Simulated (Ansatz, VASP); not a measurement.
Mg9O8 in VASP and in Ansatz

```
CELL_PARAMETERS angstrom
0.00000 4.39150 4.39150
4.39150 0.00000 4.39150
4.39150 4.39150 0.00000
ATOMIC_POSITIONS crystal
Mg 0.99914 0.00261 0.99939
Mg 0.99957 0.00209 0.50017
Mg 0.06672 0.48087 0.97704
Mg 0.99997 0.50047 0.50053
Mg 0.48005 0.05436 0.98220
Mg 0.49876 0.00167 0.50002
Mg 0.47687 0.47594 0.97527
Mg 0.47904 0.47838 0.56356
Mg 0.62875 0.61171 0.12457
O 0.24713 0.24512 0.26007
O 0.24680 0.24637 0.74760
O 0.24870 0.75917 0.24828
O 0.24591 0.76469 0.74430
O 0.75395 0.23373 0.25943
O 0.75959 0.24438 0.74745
O 0.74657 0.75376 0.24648
O 0.74820 0.76044 0.74556
```

Alike in both runs: functional PBE; k mesh 2 × 2 × 2; occupations gaussian, width 0.05 eV; no spin polarisation.

Ansatz relaxed the structure, and its values are those at the end. VASP's run is a single point on that final structure, the one shown.

```csv
,VASP,Ansatz
version,VASP 6.6.1,Ansatz 0.2.0
potentials or method,"VASP PAW PBE potentials, release 64 (Mg, O), cutoff 520 eV","scalar-relativistic, plane waves, PAW"
valence electrons in the cell,66,138
```

```tsv
	VASP	Ansatz	Ansatz less VASP
rms of the force components (eV/Å)	0.009	0.007	-0.0026
```

The functional is the same, so the differences come from potentials, cutoffs and numerics. VASP's potentials hold 66 valence electrons a cell and Ansatz's 138, so a difference there can come from the potentials and not from the codes.

The k mesh is coarse, so the values compare programs but aren't converged.
